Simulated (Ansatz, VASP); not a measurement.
**Ga2O3: VASP beside Ansatz**

```
Ga O
1.0
     2.51607    1.45265    4.51033
    -2.51607    1.45265    4.51033
     0.00000   -2.90530    4.51033
Ga O
4 6
Direct
  0.35590 0.35590 0.35590
  0.14410 0.14410 0.14410
  0.64410 0.64410 0.64410
  0.85590 0.85590 0.85590
  0.55318 0.94682 0.25000
  0.25000 0.55318 0.94682
  0.94682 0.25000 0.55318
  0.44682 0.05318 0.75000
  0.75000 0.44682 0.05318
  0.05318 0.75000 0.44682
```

Alike in both runs: functional PBE; dispersion D3(BJ); k mesh 9 × 9 × 9; occupations gaussian, width 0.02 eV; no spin polarisation.

Ansatz relaxed the structure, and its values are those at the end. VASP's run is a single point on that final structure, the one shown.

|  | VASP | Ansatz |
| --- | --- | --- |
| version | VASP 6.6.1 | Ansatz 0.2.0 |
| potentials or method | VASP PAW PBE potentials, release 64 (Ga_d, O), cutoff 520 eV | scalar-relativistic, plane waves, PAW |
| valence electrons in the cell | 88 | 88 |

```tsv
	VASP	Ansatz	Ansatz less VASP
gap on the k mesh at the Fermi level (eV)	2.58	2.59	+0.008
least direct gap on the mesh (eV)	2.81	2.82	+0.008
pressure (GPa)	1.0	0.0	-1.01
rms of the force components (eV/Å)	0.005	0.000	-0.0052
```
